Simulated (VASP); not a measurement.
Write the native input for VASP 6.6.1 that does the following.

| Quantity | Value |
| --- | --- |
| Task | single point |
| Functional | PBEsol |
| Potentials or basis | VASP PAW PBE potentials, release 64 (Au) |
| Cutoff | 520 eV |
| k mesh | 20 × 20 × 20 |
| Occupations | gaussian, width 0.1 eV |
| Spin | no spin polarisation |
| Dipole correction | no |
| Further INCAR settings | ALGO = Normal; EDIFF = 1e-06; NBANDS = 12 |

The structure of Au lies in POSCAR:

```
Au
1.0
    0.0000000000      1.8744024320      1.8744024320
    1.8744024320      0.0000000000      1.8744024320
    1.8744024320      1.8744024320      0.0000000000
Au
1
Direct
    0.0000000000      0.0000000000      0.0000000000
```

This cell differs from its parent crystal: Ir replaced by Au, lengths x 0.979, strained.

These files were run (other wordings do the same):

INCAR

```
PREC = Accurate ; ENCUT = 520
EDIFF = 1E-6 ; ISMEAR = 0
SIGMA = 0.1 ; LREAL = F
LASPH = T ; NELM = 100
ALGO = Normal ; ISIF = 2
LWAVE = F ; LCHARG = F
GGA = PS ; NBANDS = 12
```

KPOINTS

```
regular mesh
0
Gamma
  20 20 20
```

Potentials or basis: VASP PAW PBE potentials, release 64 (Au).

Run with:

```sh
$ cat potpaw_PBE.64/Au/POTCAR > POTCAR
$ mpirun -np 1 vasp_std > vasp.out
```

Results of the run:

The pressure is 92.1 GPa.

Caveat: the cell differs from its parent crystal (Ir replaced by Au, lengths x 0.979, strained); the PAW data sets were made with another functional, which shifts forces and pressure a little.

It took 12 s on 1 thread of Intel(R) Xeon(R) 6975P-C (Granite Rapids) (shared host), peak memory 0.15 GiB.
